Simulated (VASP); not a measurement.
MgSiSe3, 10 atoms in the cell. Symmetry: R-3c, No. 167, trigonal system. Conventional cell: a = 6.748 Å, b = 6.748 Å, c = 16.318 Å, α = 90.00°, β = 90.00°, γ = 120.00°. Mg (site symmetry 32) has 9 Se at 2.59 to 3.44 Å within 3.5 Å. Within 3.3 Å of Si (site symmetry -3) lie 6 Se at 2.50 Å. Se (site symmetry 2) has 2 Si at 2.50 Å and 1 Mg at 2.59 Å within 3.3 Å. 

```yaml
Program: VASP 6.6.1
Task: single point
Functional: PBE
Potentials_or_basis: VASP PAW PBE potentials, release 64 (Mg, Si, Se)
Cutoff: 520 eV
k_mesh: 6 × 6 × 6
Occupations: gaussian, width 0.02 eV
Spin: no spin polarisation
Dipole_correction: no
Further_INCAR_settings: ALGO = Normal; EDIFF = 1e-06; NBANDS = 35
```

Potentials or basis: VASP PAW PBE potentials, release 64 (Mg, Si, Se).

Command:

```console
$ cat potpaw_PBE.64/Mg/POTCAR potpaw_PBE.64/Si/POTCAR potpaw_PBE.64/Se/POTCAR > POTCAR
$ mpirun -np 1 vasp_std > vasp.out
```

Hardware: 1 thread of Oxide Virtual Turin-like Processor (shared host).

Q: How long does it take, and how much memory?

A: Run time: 3.6 min on 1 thread of Oxide Virtual Turin-like Processor, on a shared host, peak memory 0.43 GiB. Counts: scf iterations 13, k points 32.
